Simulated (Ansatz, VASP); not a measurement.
## Two plane-wave programs on Li2F3

```
CELL_PARAMETERS angstrom
3.14355 0.00000 0.00000
-1.57178 2.72240 0.00000
0.00000 0.00000 5.91285
ATOMIC_POSITIONS crystal
Li 0.33333 0.66667 0.23025
Li 0.66667 0.33333 0.76975
F 0.00000 0.00000 0.00000
F 0.33333 0.66667 0.67317
F 0.66667 0.33333 0.32683
```

Alike in both runs: functional PBE; k mesh 12 × 12 × 6; occupations gaussian, width 0.1 eV; collinear spin.

Ansatz relaxed the structure, and its values are those at the end. VASP's run is a single point on that final structure, the one shown.

|  | VASP | Ansatz |
| --- | --- | --- |
| version | VASP 6.6.1 | Ansatz 0.2.0 |
| potentials or method | VASP PAW PBE potentials, release 64 (Li_sv, F), cutoff 520 eV | scalar-relativistic, plane waves, PAW |
| valence electrons in the cell | 27 | 27 |

VASP gave:

- gap on the k mesh at the Fermi level (eV): none
- rms of the force components (eV/Å): 0.006
- net moment per atom (μB): 0.20
- size of the moment on the site where the two differ most (μB): 0.30

Task: What did Ansatz give for the same quantities?

Result: gap on the k mesh at the Fermi level (eV): none; rms of the force components (eV/Å): 0.001; net moment per atom (μB): 0.20; size of the moment on the site where the two differ most (μB): 0.33.

Site moments also hang on the region over which each program counts them. A gap of «none» marks a metal or a gap that the smearing closes.

Noted on VASP's run: the cutoff is short for stress, so the pressure is rough.
